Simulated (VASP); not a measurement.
**Ru: single point with PBE**

Crystal: Ru.

```
Ru
1.0
    -2.48484    2.48484    2.48484
     2.48484   -2.48484    2.48484
     2.48484    2.48484   -2.48484
Ru
3
Direct
  0.00000 0.50000 0.50000
  0.50000 0.00000 0.50000
  0.50000 0.50000 0.00000
```

```json
{"Program": "VASP 6.6.1", "Task": "single point", "Functional": "PBE", "Potentials or basis": "VASP PAW PBE potentials, release 64 (Ru_pv)", "Cutoff": "520 eV", "k mesh": "6 × 6 × 6", "Occupations": "gaussian, width 0.1 eV", "Spin": "no spin polarisation"}
```

```yaml
Pressure: -15.8 GPa
Band_gap_on_the_k_mesh: zero (band 21 reaches 7.96 eV, above the bottom of band 22 at 6.17 eV)
```

Levels at points of the mesh, in eV from the Fermi level:
```
           k point  band 18  band 19  band 20  band 21  band 22  band 23
(0.00, 0.00, 0.00)    -0.03    -0.03     0.73     0.73     1.19     1.19
(0.50, 0.00, 0.00)    -1.43    -1.38    -1.14    -0.99    -0.64     0.45
(0.50, 0.50, 0.50)    -0.55    -0.55     0.96     0.96     1.01     1.01
```

Wall time 17 s on 1 thread of Intel(R) Xeon(R) Platinum 8488C (Sapphire Rapids), on a shared host, peak memory 0.17 GiB.
